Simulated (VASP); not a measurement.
Wanted: the native input for a VASP 6.6.1 run.

```yaml
Task: single point
Functional: PBEsol
Potentials_or_basis: VASP PAW PBE potentials, release 64 (Ta_pv, N)
Cutoff: 520 eV
k_mesh: 24 × 24 × 20
Occupations: gaussian, width 0.15 eV
Spin: no spin polarisation
Dipole_correction: no
Further_INCAR_settings: ALGO = Normal; EDIFF = 1e-06; NBANDS = 15
```

The structure of TaN lies in POSCAR:

```
TaN
1.0
    2.9239890447      0.0000000000      0.0000000000
   -1.4619945224      2.5322487931      0.0000000000
    0.0000000000      0.0000000000      2.8707276427
Ta N
1 1
Direct
    0.3333333333      0.6666666667      0.5000000000
    0.0000000000      0.0000000000     -0.0261257804
```

This cell differs from its parent crystal: all N atoms moved +0.075 Å, as atom 2 towards its neighbour atom 2 (N) at 2.871 Å.

One way to write it, as run:

INCAR

```
PREC = Accurate ; ENCUT = 520
EDIFF = 1E-6 ; ISMEAR = 0
SIGMA = 0.15 ; LREAL = False
LASPH = True ; NELM = 80
ALGO = Normal ; ISIF = 2
LWAVE = False ; LCHARG = False
GGA = PS ; NBANDS = 15
```

KPOINTS

```
regular mesh
0
Gamma
  24 24 20
```

Potentials or basis: VASP PAW PBE potentials, release 64 (Ta_pv, N).

Run with:

```sh
$ cat potpaw_PBE.64/Ta_pv/POTCAR potpaw_PBE.64/N/POTCAR > POTCAR
$ mpirun -np 1 vasp_std > vasp.out
```

It gave:

```json
{
  "Pressure": "2.1 GPa",
  "Largest force": "1.126 eV/Å",
  "Band gap on the k mesh": "zero (bands 8 and 9 overlap by 0.51 eV)"
}
```

Caveat: the cell differs from its parent crystal (all N atoms moved +0.075 Å, as atom 2 towards its neighbour atom 2 (N) at 2.871 Å); the PAW data sets were made with another functional, which shifts forces and pressure a little; spin-orbit coupling is left out, which moves the levels of the heavy elements.

It took 2.8 min on 1 thread of Intel(R) Xeon(R) Platinum 8259CL CPU @ 2.50GHz (Skylake/Cascade Lake), with other jobs on the host, peak memory 0.45 GiB.
